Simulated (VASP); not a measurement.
Ga2F:

```xyz
6
Lattice="3.2888 0.0000 0.0000 -1.6444 2.8482 0.0000 0.0000 0.0000 10.3664" Properties=species:S:1:pos:R:3 pbc="T T T"
Ga    0.0000    1.8988    0.0000
Ga    1.6444    0.9494    5.1832
Ga    0.0000    0.0000    2.5916
Ga    0.0000    0.0000    7.7748
F     0.0000    1.8988    3.8874
F     1.6444    0.9494    9.0706
```

```yaml
Program: VASP 6.6.1
Task: relaxation of cell and atoms
Functional: PBE
Potentials_or_basis: VASP PAW PBE potentials, release 64 (Ga_d, F)
Cutoff: 600 eV
k_mesh: 6 × 6 × 2
Occupations: gaussian, width 0.1 eV
Spin: no spin polarisation
```

At the start: pressure 12.8 GPa; volume 16.18 Å³/atom.

Problem. How do energy, volume and symmetry change on relaxing?

Solution. Over 40 steps the energy falls by 382.5 meV/atom and the volume is 16.35 Å³/atom (+1.0 %); space group P6_3mc (No. 186, to 0.1 Å) before and after.

The path:
```tsv
step	energy change (eV)	largest force (eV/Å)	pressure (GPa)	volume (Å³)
1	0.0000	2.3312	12.78	97.10
2	-1.2183	0.6494	-0.85	116.39
3	-1.2304	0.5142	-1.71	118.79
4	-1.3525	0.4238	-1.68	116.15
5	-1.7014	0.1533	-1.32	108.26
6	-1.4552	2.0765	2.55	92.77
7	-1.8140	0.3582	-1.00	103.94
8	-1.8322	0.5725	-0.85	101.91
9	-1.9507	0.7366	-0.55	98.70
10	-2.0455	1.0135	0.06	94.57
11	-1.6870	1.0808	3.81	86.03
12	-2.0495	1.0374	0.22	93.73
13	-2.1681	0.3860	0.48	92.36
14	-2.1686	0.3472	0.52	92.26
15	-2.2027	0.1648	0.70	92.95
16	-2.2085	0.0538	0.85	93.40
17	-2.2133	0.0599	-0.04	94.91
18	-2.2133	0.0604	-0.10	94.98
19	-2.2133	0.0605	-0.01	94.95
20	-2.2140	0.0630	-0.03	94.92
21	-2.2161	0.0719	-0.03	94.84
22	-2.2202	0.0881	0.08	94.67
23	-2.2273	0.1744	0.41	94.32
24	-2.2185	0.3934	1.63	93.61
25	-2.2291	0.2159	0.60	94.17
26	-2.2294	0.2464	0.76	94.06
27	-2.2295	0.2475	0.76	94.06
28	-2.2298	0.2501	0.78	94.06
29	-2.2305	0.2555	0.80	94.06
30	-2.2317	0.2660	0.88	94.07
31	-2.2336	0.2881	1.03	94.08
32	-2.2342	0.3426	1.37	94.10
33	-2.2384	0.3493	1.34	94.29
34	-2.2489	0.3821	1.31	94.87
35	-2.2587	0.4965	1.39	96.05
36	-2.2728	0.3847	0.92	96.70
37	-2.2920	0.0932	-0.39	98.68
38	-2.2921	0.0810	-0.50	98.84
39	-2.2936	0.0614	-0.35	98.60
40	-2.2948	0.0251	-0.04	98.12
```

Final structure:
```xyz
6
Lattice="2.9917 0.0000 0.0000 -1.4958 2.5909 0.0000 0.0000 0.0000 12.6589" Properties=species:S:1:pos:R:3 pbc="T T T"
Ga    0.0000    1.7273    0.2148
Ga    1.4958    0.8636    6.5443
Ga    0.0000    0.0000    2.6466
Ga    0.0000    0.0000    8.9761
F     0.0000    1.7273    5.0504
F     1.4958    0.8636   11.3798
```

Caveat: the k points lie up to 0.40 Å⁻¹ apart in the final cell, too coarse for converged energies and pressures of a metal; a cell axis changed by over 15 % at a fixed basis, so the end point is rough.
